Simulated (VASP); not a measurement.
# MgO (l.b) (Fm-3m) in VASP: a series of runs

Runs on MgO (l.b). Level: LDA. Tasks: single point, relaxation of cell and atoms.

Program: VASP 6.6.1. These are calculated values, not measurements. Logs are shortened: lines on timing, memory, paths and dates and some standing lists are left out, and cuts for length are marked.

## Step 1: The cell of the first run

The structure is cubic, space group Fm-3m (No. 225). The conventional cell has a = 4.161 Å, b = 4.161 Å, c = 4.161 Å, α = 90.00°, β = 90.00°, γ = 90.00°. Mg (site symmetry m-3m) has 6 O at 2.08 Å within 2.8 Å. Within 2.8 Å of O (site symmetry m-3m) lie 6 Mg at 2.08 Å.

## Step 2: Single point, LDA

INCAR

```
PREC     = Accurate       # precision mode
ENCUT    = 600            # plane-wave cutoff, eV
EDIFF    = 1E-6           # SCF threshold, eV
ISMEAR   = 0              # smearing method
SIGMA    = 0.02           # smearing width, eV
LREAL    = False          # projectors in reciprocal space
LASPH    = True           # aspherical terms in the spheres
NELM     = 120            # most SCF steps
ALGO     = Normal         # electronic algorithm
ISIF     = 2              # what is computed and relaxed
LWAVE    = False          # write WAVECAR
LCHARG   = False          # write CHGCAR
NBANDS   = 11             # bands
GGA_COMPAT= False
```

KPOINTS

```
Automatic mesh
0
Gamma
  10 10 10
```

POSCAR

```
MgO
1.0
    0.0000000000      2.0803236700      2.0803236700
    2.0803236700      0.0000000000      2.0803236700
    2.0803236700      2.0803236700      0.0000000000
Mg O
1 1
Direct
    0.0000000000      0.0000000000      0.0000000000
    0.5000000000      0.5000000000      0.5000000000
```

Potentials or basis: VASP PAW LDA potentials, release 64 (Mg, O).

The run is started by

```bash
cat potpaw_LDA.64/Mg/POTCAR potpaw_LDA.64/O/POTCAR > POTCAR
mpirun -np 1 vasp_std > vasp.out
```

OUTCAR:

```text
PREC = Accurate
   ENCUT = 600
   EDIFF = 1E-6
   ISMEAR = 0
   LREAL = False
   LASPH = True
   NELM = 120
   ISIF = 2

 ion  position               nearest neighbor table
   1  0.000  0.000  0.000-   2 2.08   2 2.08   2 2.08   2 2.08   2 2.08   2 2.08
   2  0.500  0.500  0.500-   1 2.08   1 2.08   1 2.08   1 2.08   1 2.08   1 2.08

  LATTYP: Found a face centered cubic cell.
 ALAT       =     4.1606473400

  Lattice vectors:

 A1 = (   0.0000000000,   2.0803236700,   2.0803236700)
 A2 = (   2.0803236700,   0.0000000000,   2.0803236700)
 A3 = (   2.0803236700,   2.0803236700,   0.0000000000)

Analysis of symmetry for initial positions (statically):
[... 33 lines left out ...]
                                     Primitive cell

  volume of cell :      18.0062

  direct lattice vectors                    reciprocal lattice vectors
     0.000000000  2.080323670  2.080323670    -0.240347215  0.240347215  0.240347215
     2.080323670  0.000000000  2.080323670     0.240347215 -0.240347215  0.240347215
     2.080323670  2.080323670  0.000000000     0.240347215  0.240347215 -0.240347215

  length of vectors
     2.942021948  2.942021948  2.942021948     0.416293588  0.416293588  0.416293588

  position of ions in fractional coordinates (direct lattice)
     0.000000000  0.000000000  0.000000000
     0.500000000  0.500000000  0.500000000

  ion indices of the primitive-cell ions
   primitive index   ion index
                 1           1
                 2           2

----------------------------------------------------------------------------------------

 KPOINTS: Automatic mesh

Automatic generation of k-mesh.
 Grid dimensions read from file:
 generate k-points for:   10   10   10

 Generating k-lattice:

  Cartesian coordinates                     Fractional coordinates (reciprocal lattice)
    -0.024034721  0.024034721  0.024034721     0.100000000  0.000000000  0.000000000
     0.024034721 -0.024034721  0.024034721     0.000000000  0.100000000  0.000000000
     0.024034721  0.024034721 -0.024034721     0.000000000  0.000000000  0.100000000

  Length of vectors
     0.041629359  0.041629359  0.041629359

  Shift w.r.t. Gamma in fractional coordinates (k-lattice)
     0.000000000  0.000000000  0.000000000

 Subroutine IBZKPT returns following result:
 ===========================================

 Found     47 irreducible k-points:

 Following reciprocal coordinates:
            Coordinates               Weight
  0.000000  0.000000  0.000000      1.000000
  0.100000  0.000000  0.000000      8.000000
  0.200000  0.000000  0.000000      8.000000
  0.300000  0.000000  0.000000      8.000000
  0.400000  0.000000  0.000000      8.000000
  0.500000  0.000000  0.000000      4.000000
[... 16 lines left out ...]
  0.300000  0.300000  0.000000      6.000000
  0.400000  0.300000  0.000000     24.000000
 [... further k-points ...]
   k-points           NKPTS =     47   k-points in BZ     NKDIM =     47   number of bands    NBANDS=     11
   number of dos      NEDOS =    301   number of ions     NIONS =      2
   total plane-waves  NPLWV =  13824
   dimension x,y,z NGX =    24 NGY =   24 NGZ =   24
   dimension x,y,z NGXF=    48 NGYF=   48 NGZF=   48
   ions per type =               1   1
   NGX,Y,Z   is equivalent  to a cutoff of  13.56, 13.56, 13.56 a.u.
   NGXF,Y,Z  is equivalent  to a cutoff of  27.12, 27.12, 27.12 a.u.
 SYSTEM =  unknown system
   PREC   = accura    normal or accurate (medium, high low for compatibility)
   ISTART =      0    job   : 0-new  1-cont  2-samecut
   ICHARG =      2    charge: 1-file 2-atom 10-const
   ISPIN  =      1    spin polarized calculation?
   LNONCOLLINEAR =      F non collinear calculations
   LSORBIT =      F    spin-orbit coupling
   LASPH  =      T    aspherical Exc in radial PAW
   ENCUT  =  600.0 eV  44.10 Ry    6.64 a.u.   5.88  5.88  5.88*2*pi/ulx,y,z
   NELM   =    120;   NELMIN=  2; NELMDL= -5     # of ELM steps
   EDIFF  = 0.1E-05   stopping-criterion for ELM
   LREAL  =      F    real-space projection
   EDIFFG = 0.1E-04   stopping-criterion for IOM
   NSW    =      0    number of steps for IOM
   IBRION =     -1    ionic relax: 0-MD 1-quasi-New 2-CG
   NFREE  =      0    steps in history (QN), initial steepest desc. (CG)
   ISIF   =      2    stress and relaxation
   ISYM   =      2    0-nonsym 1-usesym 2-fastsym
   POTIM  = 0.5000    time-step for ionic-motion
   TEBEG  =    0.0;   TEEND  =   0.0 temperature during run
   PSTRESS=    0.0 pullay stress
   NELECT =       8.0000    total number of electrons
   NUPDOWN=      -1.0000    fix difference up-down
   EMIN   =  10.00;   EMAX   =-10.00  energy-range for DOS
   EFERMI =   0.00;   METHOD = LEGACY
   ISMEAR =     0;   SIGMA  =   0.02  broadening in eV -4-tet -1-fermi 0-gaus
   EFERMI_NEDOS =   21; number of points for ismear=-14 and -15
   IALGO  =     38    algorithm
   IMIX   =      4    mixing-type and parameters
     AMIX     =   0.40;   BMIX     =  1.00
     AMIX_MAG =   1.60;   BMIX_MAG =  1.00
  volume/ion in A,a.u.               =       9.00        60.76
  Fermi-wavevector in a.u.,A,eV,Ry     =   1.249196  2.360638 21.231764  1.560491
  Thomas-Fermi vector in A             =   2.383248
   LORBIT       =      0    0 simple, 1 ext, 2 COOP (PROOUT), +10 PAW based schemes
   GGA     = CA    functional components
   LHFCALC =     F    Hartree Fock is set to
   AEXX    =    0.0000 exact exchange contribution
   IVDW    =     0    specifies the selected vdW correction
   LEPSILON=     F    determine dielectric tensor
   LRPA    =     F    only Hartree local field effects (RPA)
 non-spin polarized calculation
 Gauss-broadening in eV      SIGMA  =   0.02
  energy-cutoff  :      600.00
  volume of cell :       18.01
 maximum number of plane-waves:       620
   NGX = 11   NGY = 11   NGZ = 11

 number of electron       8.0000001 magnetization

 Free energy of the ion-electron system (eV)
  ---------------------------------------------------
  ext. energy  EPLUGINS =         0.00000000
  ---------------------------------------------------
  free energy    TOTEN  =       -13.44802704 eV

  energy without entropy =      -13.44802704  energy(sigma->0) =      -13.44802704

 E-fermi :   3.3841     XC(G=0): -11.7706

 val. band max:        3.1634131148   @ k =   0.0000   0.0000   0.0000
 cond. band min:       8.1891672800   @ k =   0.0000   0.0000   0.0000
 fundamental gap:      5.0257541652
 Fermi energy:         3.3840680425

 k-point     1 :       0.0000    0.0000    0.0000
  band No.  band energies     occupation
      1     -14.0351      2.00000
      2       3.1634      2.00000
      3       3.1634      2.00000
      4       3.1634      2.00000
      5       8.1892      0.00000
      6      18.8912      0.00000
      7      18.8912      0.00000
      8      18.8912      0.00000
      9      23.0131      0.00000
     10      24.7028      0.00000
     11      24.7028      0.00000

 k-point     2 :       0.1000    0.0000    0.0000
  band No.  band energies     occupation
      1     -13.9179      2.00000
      2       2.4974      2.00000
      3       3.0900      2.00000
      4       3.0900      2.00000
      5       8.8080      0.00000
      6      17.6552      0.00000
      7      19.1448      0.00000
      8      19.1448      0.00000
      9      24.0027      0.00000
     10      24.0027      0.00000
     11      24.7041      0.00000

 k-point     3 :       0.2000    0.0000    0.0000
  band No.  band energies     occupation
      1     -13.5943      2.00000
      2       1.1222      2.00000
      3       2.9037      2.00000
      4       2.9037      2.00000
      5       9.9773      0.00000
      6      16.1736      0.00000
      7      19.6702      0.00000
      8      19.6702      0.00000
      9      23.3156      0.00000
     10      23.3156      0.00000
     11      25.6862      0.00000

 k-point     4 :       0.3000    0.0000    0.0000
  band No.  band energies     occupation
      1     -13.1527      2.00000
      2      -0.2772      2.00000
      3       2.6853      2.00000
      4       2.6853      2.00000
      5      10.8401      0.00000
      6      15.5781      0.00000
      7      19.8388      0.00000
      8      19.8388      0.00000
      9      23.7577      0.00000
     10      23.7577      0.00000
     11      25.0672      0.00000

 k-point     5 :       0.4000    0.0000    0.0000
  band No.  band energies     occupation
      1     -12.7517      2.00000
      2      -1.3141      2.00000
      3       2.5170      2.00000
      4       2.5170      2.00000
      5      11.1113      0.00000
      6      15.7737      0.00000
      7      19.6490      0.00000
      8      19.6490      0.00000
      9      24.4879      0.00000
     10      25.0324      0.00000
     11      25.0324      0.00000
[... 211 lines left out ...]
 k-point    21 :      -0.3000    0.2000    0.0000
  band No.  band energies     occupation
      1     -12.6654      2.00000
      2      -0.6909      2.00000
      3       1.2404      2.00000
      4       2.4563      2.00000
      5      12.5982      0.00000
      6      15.1584      0.00000
      7      17.4839      0.00000
      8      20.6055      0.00000
      9      23.4828      0.00000
     10      24.4114      0.00000
     11      28.4934      0.00000

 k-point    22 :      -0.2000    0.2000    0.0000
  band No.  band energies     occupation
      1     -13.0221      2.00000
      2      -0.0666      2.00000
      3       1.7367      2.00000
      4       2.6791      2.00000
      5      11.8470      0.00000
      6      15.0517      0.00000
      7      18.3937      0.00000
      8      21.0665      0.00000
      9      21.6339      0.00000
     10      24.6417      0.00000
     11      28.2644      0.00000

 k-point    23 :       0.3000    0.3000    0.0000
  band No.  band energies     occupation
      1     -12.9279      2.00000
      2      -0.1282      2.00000
      3       2.1694      2.00000
      4       2.1694      2.00000
      5      12.2666      0.00000
      6      13.4326      0.00000
      7      17.6989      0.00000
      8      21.2399      0.00000
      9      21.2399      0.00000
     10      27.4191      0.00000
     11      30.9829      0.00000

 k-point    24 :       0.4000    0.3000    0.0000
  band No.  band energies     occupation
      1     -12.6470      2.00000
      2      -0.5878      2.00000
      3       1.7792      2.00000
      4       2.0134      2.00000
      5      12.8631      0.00000
      6      13.2936      0.00000
      7      16.8801      0.00000
      8      21.5073      0.00000
      9      21.7244      0.00000
     10      28.1877      0.00000
     11      30.5999      0.00000

 [... further k-points ...]
[... 5 lines left out ...]
  --------------------------------------------------------------------------------------
  -------------------------------------------------------------------------------------
  Total       -0.2398560     -0.2398560     -0.2398560      0.0000000      0.0000000     -0.0000000
  in kB      -21.3421655    -21.3421655    -21.3421655      0.0000000      0.0000000     -0.0000000
  external PRESSURE =     -21.3421655 kB  Pullay stress =       0.0000000 kB

 VOLUME and BASIS-vectors are now :
 -----------------------------------------------------------------------------
  energy-cutoff  :      600.00
  volume of cell :       18.01
      direct lattice vectors                 reciprocal lattice vectors
     0.000000000  2.080323670  2.080323670    -0.240347215  0.240347215  0.240347215
     2.080323670  0.000000000  2.080323670     0.240347215 -0.240347215  0.240347215
     2.080323670  2.080323670  0.000000000     0.240347215  0.240347215 -0.240347215

 POSITION                                       TOTAL-FORCE (eV/Angst)
 -----------------------------------------------------------------------------------
      0.00000      0.00000      0.00000         0.000000      0.000000     -0.000000
      2.08032      2.08032      2.08032        -0.000000     -0.000000      0.000000
 -----------------------------------------------------------------------------------
    total drift:                               -0.000000     -0.000000      0.000000

  FREE ENERGIE OF THE ION-ELECTRON SYSTEM (eV)
  ---------------------------------------------------
  free  energy   TOTEN  =       -13.4480270403 eV

  energy  without entropy=      -13.4480270403  energy(sigma->0) =      -13.44802704
```

Wall time 3.9 s (1 thread of Intel Xeon 6975P-C (Granite Rapids), shared host); peak memory 0.13 GiB.

Results:

| Property | Result |
| --- | --- |
| Free energy | -13.4480 eV |
| Pressure | -2.1 GPa |
| Band gap on the k mesh | 5.03 eV, direct |

[end of part 1 of 2]
